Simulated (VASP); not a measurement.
Here is a VASP 6.6.1 calculation.

Contents of INCAR:

```
PREC = Accurate
ENCUT = 500
EDIFF = 1E-6
ISMEAR = 0
SIGMA = 0.01
LREAL = False
LASPH = True
NELM = 120
ALGO = Normal
ISIF = 2
LWAVE = False
LCHARG = False
GGA = PS
NBANDS = 12
GGA_COMPAT = False
```

KPOINTS

```
Automatic mesh
0
Gamma
  4 4 4
```

POSCAR

```
AsP
1.0
    1.8426322200      1.0638442100      3.3262746300
   -1.8426322200      1.0638442100      3.3262746300
    0.0000000000     -2.1276884100      3.3262746300
P As
1 1
Direct
    0.7725229980      0.7725229980      0.7725230016
    0.2274769994      0.2274769994      0.2274770005
```

Potentials or basis: VASP PAW PBE potentials, release 64 (P, As).

Command:

```console
$ cat potpaw_PBE.64/P/POTCAR potpaw_PBE.64/As/POTCAR > POTCAR
$ mpirun -np 1 vasp_std > vasp.out
```

(1) Estimate the pressure.

(2) Estimate the largest force.

Results:

(1) -3.1 GPa.

(2) 0.388 eV/Å.

Caveat: the k points lie up to 0.52 Å⁻¹ apart; the PAW data sets were made with another functional, which shifts forces and pressure a little.
